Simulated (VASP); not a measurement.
# SnSe in VASP: notebook

SnSe is run at these levels: LDA; tasks: single point.

All numbers are computed with VASP 6.6.1; they aren't measurements. Logs are shortened: lines on timing, memory, paths and dates and some standing lists are left out, and cuts for length are marked.

### 1 The cell of the first run

The cell holds a slab with vacuum, 4 atoms: a = 4.190 Å, b = 4.190 Å, c = 10.980 Å, α = 90.00°, β = 90.00°, γ = 90.00°.

### 2 Single point, LDA (all Sn atoms moved +0.113 Å, as atom 1 along Cartesian [1 1 0])

INCAR

```
  ALGO = Normal
  EDIFF = 1E-6
  ENCUT = 500
  GGA = CA
  GGA_COMPAT = F
  ISIF = 2
  ISMEAR = 0
  LASPH = T
  LCHARG = F
  LREAL = F
  LWAVE = F
  NBANDS = 28
  NELM = 120
  PREC = Accurate
  SIGMA = 0.05
```

KPOINTS

```
k-points
0
Gamma
  6 6 4
```

POSCAR

```
SnSe
1.0
    4.1898989379      0.0000000000      0.0000000000
    0.0000000000      4.1898989379      0.0000000000
    0.0000000000      0.0000000000     10.9796229414
Sn Se
2 2
Direct
    0.5189860219      0.0189860219      0.3781633338
    0.0189860219      0.5189860219      0.6218366662
    0.5000000000      0.0000000000      0.6217782129
    0.0000000000      0.5000000000      0.3782217871
```

Potentials or basis: VASP PAW LDA potentials, release 64 (Sn_d, Se).

Started as:

```console
> cat potpaw_LDA.64/Sn_d/POTCAR potpaw_LDA.64/Se/POTCAR > POTCAR
> mpirun -np 1 vasp_std > vasp.out
```

OUTCAR:

```text
EDIFF = 1E-6
   ENCUT = 500
   GGA = CA
   ISIF = 2
   ISMEAR = 0
   LASPH = T
   LREAL = F
   NELM = 120
   PREC = Accurate

 ion  position               nearest neighbor table
   1  0.519  0.019  0.378-   3 2.68   4 2.85   4 2.96   4 2.96   4 3.08
   2  0.019  0.519  0.622-   4 2.68   3 2.85   3 2.96   3 2.96   3 3.08
   3  0.500  0.000  0.622-   1 2.68   2 2.85   2 2.96   2 2.96   2 3.08
   4  0.000  0.500  0.378-   2 2.68   1 2.85   1 2.96   1 2.96   1 3.08

  LATTYP: Found a simple tetragonal cell.
 ALAT       =     4.1898989379
 C/A-ratio  =     2.6204982755

  Lattice vectors:

 A1 = (   4.1898989379,   0.0000000000,   0.0000000000)
 A2 = (   0.0000000000,   4.1898989379,   0.0000000000)
 A3 = (   0.0000000000,   0.0000000000,  10.9796229414)

Analysis of symmetry for initial positions (statically):
=====================================================================
 Subroutine PRICEL returns:
 Original cell was already a primitive cell.

 Routine SETGRP: Setting up the symmetry group for a
 simple tetragonal supercell.

 Subroutine GETGRP returns: Found  4 space group operations
 (whereof  2 operations were pure point group operations)
 out of a pool of 16 trial point group operations.

The static configuration has the point symmetry C_2 .
 The point group associated with its full space group is C_2v.

Analysis of symmetry for dynamics (positions and initial velocities):
=====================================================================
 Subroutine PRICEL returns:
 Original cell was already a primitive cell.

 Routine SETGRP: Setting up the symmetry group for a
 simple tetragonal supercell.

 Subroutine GETGRP returns: Found  4 space group operations
 (whereof  2 operations were pure point group operations)
 out of a pool of 16 trial point group operations.

The dynamic configuration has the point symmetry C_2 .
 The point group associated with its full space group is C_2v.

 Subroutine INISYM returns: Found  4 space group operations
 (whereof  2 operations are pure point group operations),
 and found     1 'primitive' translations

----------------------------------------------------------------------------------------

                                     Primitive cell

  volume of cell :     192.7501

  direct lattice vectors                    reciprocal lattice vectors
[... 83 lines left out ...]
   ISTART =      0    job   : 0-new  1-cont  2-samecut
   ICHARG =      2    charge: 1-file 2-atom 10-const
   ISPIN  =      1    spin polarized calculation?
   LNONCOLLINEAR =      F non collinear calculations
   LSORBIT =      F    spin-orbit coupling
   LASPH  =      T    aspherical Exc in radial PAW
   ENCUT  =  500.0 eV  36.75 Ry    6.06 a.u.   7.64  7.64 20.02*2*pi/ulx,y,z
   NELM   =    120;   NELMIN=  2; NELMDL= -5     # of ELM steps
   EDIFF  = 0.1E-05   stopping-criterion for ELM
   LREAL  =      F    real-space projection
   EDIFFG = 0.1E-04   stopping-criterion for IOM
   NSW    =      0    number of steps for IOM
   IBRION =     -1    ionic relax: 0-MD 1-quasi-New 2-CG
   NFREE  =      0    steps in history (QN), initial steepest desc. (CG)
   ISIF   =      2    stress and relaxation
   ISYM   =      2    0-nonsym 1-usesym 2-fastsym
   POTIM  = 0.5000    time-step for ionic-motion
   TEBEG  =    0.0;   TEEND  =   0.0 temperature during run
   PSTRESS=    0.0 pullay stress
   NELECT =      40.0000    total number of electrons
   NUPDOWN=      -1.0000    fix difference up-down
   EMIN   =  10.00;   EMAX   =-10.00  energy-range for DOS
   EFERMI =   0.00;   METHOD = LEGACY
   ISMEAR =     0;   SIGMA  =   0.05  broadening in eV -4-tet -1-fermi 0-gaus
   EFERMI_NEDOS =   21; number of points for ismear=-14 and -15
   IALGO  =     38    algorithm
   IMIX   =      4    mixing-type and parameters
     AMIX     =   0.40;   BMIX     =  1.00
     AMIX_MAG =   1.60;   BMIX_MAG =  1.00
  volume/ion in A,a.u.               =      48.19       325.19
  Fermi-wavevector in a.u.,A,eV,Ry     =   0.969237  1.831592 12.781590  0.939420
  Thomas-Fermi vector in A             =   2.099273
   LORBIT       =      0    0 simple, 1 ext, 2 COOP (PROOUT), +10 PAW based schemes
   GGA     = CA    functional components
   LHFCALC =     F    Hartree Fock is set to
   AEXX    =    0.0000 exact exchange contribution
   IVDW    =     0    specifies the selected vdW correction
   LEPSILON=     F    determine dielectric tensor
   LRPA    =     F    only Hartree local field effects (RPA)
 non-spin polarized calculation
 Gauss-broadening in eV      SIGMA  =   0.05
  energy-cutoff  :      500.00
  volume of cell :      192.75
 maximum number of plane-waves:      4921
 NGX is ok and might be reduce to    32
   NGX = 15   NGY = 15   NGZ = 41

 number of electron      40.0000003 magnetization

 Free energy of the ion-electron system (eV)
  ---------------------------------------------------
  ext. energy  EPLUGINS =         0.00000000
  ---------------------------------------------------
  free energy    TOTEN  =       -18.48969035 eV

  energy without entropy =      -18.48969035  energy(sigma->0) =      -18.48969035

 E-fermi :   1.0678     XC(G=0):  -6.3480

 val. band max:        0.8141092692   @ k =   0.3333   0.0000   0.5000
 cond. band min:       2.2812809417   @ k =  -0.1667   0.3333   0.5000
 fundamental gap:      1.4671716724
 Fermi energy:         1.0678411313

 k-point     1 :       0.0000    0.0000    0.0000
  band No.  band energies     occupation
      1     -20.2575      2.00000
      2     -20.2305      2.00000
      3     -20.2276      2.00000
      4     -20.2212      2.00000
      5     -20.2173      2.00000
      6     -20.2164      2.00000
[... 733 lines left out ...]
     27       6.5070      0.00000
     28       6.9134      0.00000

 [... further k-points ...]
[... 5 lines left out ...]
  --------------------------------------------------------------------------------------
  -------------------------------------------------------------------------------------
  Total        0.2449863      0.2449863      0.1302762      0.1456629      0.0000000      0.0000000
  in kB        2.0363756      2.0363756      1.0828818      1.2107792      0.0000000      0.0000000
  external PRESSURE =       1.7185444 kB  Pullay stress =       0.0000000 kB

 VOLUME and BASIS-vectors are now :
 -----------------------------------------------------------------------------
  energy-cutoff  :      500.00
  volume of cell :      192.75
      direct lattice vectors                 reciprocal lattice vectors
     4.189898938  0.000000000  0.000000000     0.238669241  0.000000000  0.000000000
     0.000000000  4.189898938  0.000000000     0.000000000  0.238669241  0.000000000
     0.000000000  0.000000000 10.979622941     0.000000000  0.000000000  0.091077809

 POSITION                                       TOTAL-FORCE (eV/Angst)
 -----------------------------------------------------------------------------------
      2.17450      0.07955      4.15209        -0.029461     -0.029461     -0.036343
      0.07955      2.17450      6.82753        -0.029461     -0.029461      0.036343
      2.09495      0.00000      6.82689         0.029461      0.029461      0.021527
      0.00000      2.09495      4.15273         0.029461      0.029461     -0.021527
 -----------------------------------------------------------------------------------
    total drift:                                0.000994      0.000994     -0.000002

  FREE ENERGIE OF THE ION-ELECTRON SYSTEM (eV)
  ---------------------------------------------------
  free  energy   TOTEN  =       -18.4896903501 eV

  energy  without entropy=      -18.4896903501  energy(sigma->0) =      -18.48969035
```

OSZICAR:

```text
N       E                     dE             d eps       ncg     rms          rms(c)
DAV:   1     0.343214581418E+03    0.34321E+03   -0.18553E+04  2272   0.145E+03
DAV:   2     0.283192489339E+02   -0.31490E+03   -0.30657E+03  2400   0.362E+02
DAV:   3    -0.167336965032E+02   -0.45053E+02   -0.44018E+02  2684   0.146E+02
DAV:   4    -0.188980586792E+02   -0.21644E+01   -0.21540E+01  2664   0.342E+01
DAV:   5    -0.189580725392E+02   -0.60014E-01   -0.59998E-01  2988   0.592E+00    0.507E+00
DAV:   6    -0.185413634439E+02    0.41671E+00   -0.84672E-01  3004   0.496E+00    0.318E+00
DAV:   7    -0.185026901187E+02    0.38673E-01   -0.26754E-01  2744   0.200E+00    0.107E+00
DAV:   8    -0.184903945151E+02    0.12296E-01   -0.32131E-02  2752   0.112E+00    0.247E-01
DAV:   9    -0.184872411262E+02    0.31534E-02   -0.53026E-03  2596   0.421E-01    0.116E-01
DAV:  10    -0.184871690395E+02    0.72087E-04   -0.15332E-03  2400   0.160E-01    0.505E-02
DAV:  11    -0.184883785197E+02   -0.12095E-02   -0.15720E-03  2328   0.128E-01    0.607E-02
DAV:  12    -0.184895174749E+02   -0.11390E-02   -0.49558E-04  2720   0.905E-02    0.242E-02
DAV:  13    -0.184896174673E+02   -0.99992E-04   -0.42524E-05  2528   0.326E-02    0.150E-02
DAV:  14    -0.184896820914E+02   -0.64624E-04   -0.20339E-05  2080   0.148E-02    0.449E-03
DAV:  15    -0.184896879970E+02   -0.59056E-05   -0.13694E-06  2172   0.656E-03    0.130E-03
DAV:  16    -0.184896902828E+02   -0.22858E-05   -0.71072E-07  1852   0.331E-03    0.156E-03
DAV:  17    -0.184896903501E+02   -0.67297E-07   -0.87832E-08  1872   0.179E-03
   1 F= -.18489690E+02 E0= -.18489690E+02  d E =-.151691E-13
```

stdout:

```text
POSCAR found type information on POSCAR SnSe
 POSCAR found :  2 types and       4 ions
 scaLAPACK will be used
 LDA part: xc-table for (Slater(with rela. corr.)+CA(PZ))
 , standard interpolation
 POSCAR, INCAR and KPOINTS ok, starting setup
 FFT: planning ... GRIDC
 FFT: planning ... GRID_SOFT
 FFT: planning ... GRID
 WAVECAR not read
 entering main loop
```

It took 66 s on 1 thread of Intel Xeon 6975P-C (Granite Rapids), shared host; peak memory 0.33 GiB.

What came out:

```yaml
Free_energy: -18.4897 eV
Largest_force: 0.055 eV/Å
Band_gap_on_the_k_mesh: 1.47 eV, indirect (least direct gap 1.53 eV)
```

Forces in eV/Å, atoms in the order of the input:
```
Sn  -0.029 -0.029 -0.036
Sn  -0.029 -0.029  0.036
Se   0.029  0.029  0.022
Se   0.029  0.029 -0.022
```

Caveat: the cell differs from its parent crystal (all Sn atoms moved +0.113 Å, as atom 1 along Cartesian [1 1 0]); spin-orbit coupling is left out, which moves the levels of the heavy elements.

### 3 Single point, LDA (all Sn atoms moved +0.037 Å, as atom 1 along Cartesian [1 1 0])

INCAR

```
SYSTEM = SnSe
PREC = Accurate
ENCUT = 500
EDIFF = 1E-6
ISMEAR = 0
SIGMA = 0.05
LREAL = .FALSE.
LASPH = .TRUE.
NELM = 120
ALGO = Normal
ISIF = 2
LWAVE = .FALSE.
LCHARG = .FALSE.
GGA = CA
NBANDS = 28
GGA_COMPAT = .FALSE.
```

KPOINTS

```
Automatic mesh
0
G
  6 6 4
  0 0 0
```

POSCAR, as its differences from that of step 2:

```diff
@@ -8,4 +8,4 @@
 Direct
-    0.5189860219      0.0189860219      0.3781633338
-    0.0189860219      0.5189860219      0.6218366662
+    0.5063286740      0.0063286740      0.3781633338
+    0.0063286740      0.5063286740      0.6218366662
     0.5000000000      0.0000000000      0.6217782129
```

Potentials or basis: VASP PAW LDA potentials, release 64 (Sn_d, Se).

Started as:

```console
> cat potpaw_LDA.64/Sn_d/POTCAR potpaw_LDA.64/Se/POTCAR > POTCAR
> mpirun -np 1 vasp_std > vasp.out
```

It took 65 s on 1 thread of Intel Xeon 6975P-C (Granite Rapids), shared host; peak memory 0.33 GiB.

Results (log left out):

```yaml
Free_energy: -18.4928 eV
Largest_force: 0.028 eV/Å
Band_gap_on_the_k_mesh: 1.45 eV, indirect (least direct gap 1.50 eV)
```

Forces in eV/Å, atoms in the order of the input:
```
Sn  -0.004 -0.004 -0.027
Sn  -0.004 -0.004  0.027
Se   0.004  0.004  0.023
Se   0.004  0.004 -0.023
```

Levels at points of the mesh, in eV from the valence-band top:
```
           k point  band 17  band 18  band 19  band 20  band 21  band 22  band 23  band 24
(0.00, 0.00, 0.00)    -3.26    -1.98    -1.98    -0.56     1.61     3.55     3.75     4.70
(0.50, 0.00, 0.00)    -1.65    -1.65    -0.10    -0.10     1.49     1.49     1.97     1.97
(0.50, 0.50, 0.00)    -3.64    -3.64    -1.83    -1.83     3.56     3.57     4.46     4.48
(0.00, 0.00, 0.50)    -3.26    -1.98    -1.98    -0.57     1.47     3.55     4.70     4.72
(0.50, 0.00, 0.50)    -1.65    -1.65    -0.10    -0.10     1.49     1.49     1.97     1.97
(0.50, 0.50, 0.50)    -3.64    -3.64    -1.83    -1.83     3.53     3.54     4.50     4.51
```

Caveat: the cell differs from its parent crystal (all Sn atoms moved +0.037 Å, as atom 1 along Cartesian [1 1 0]); spin-orbit coupling is left out, which moves the levels of the heavy elements.
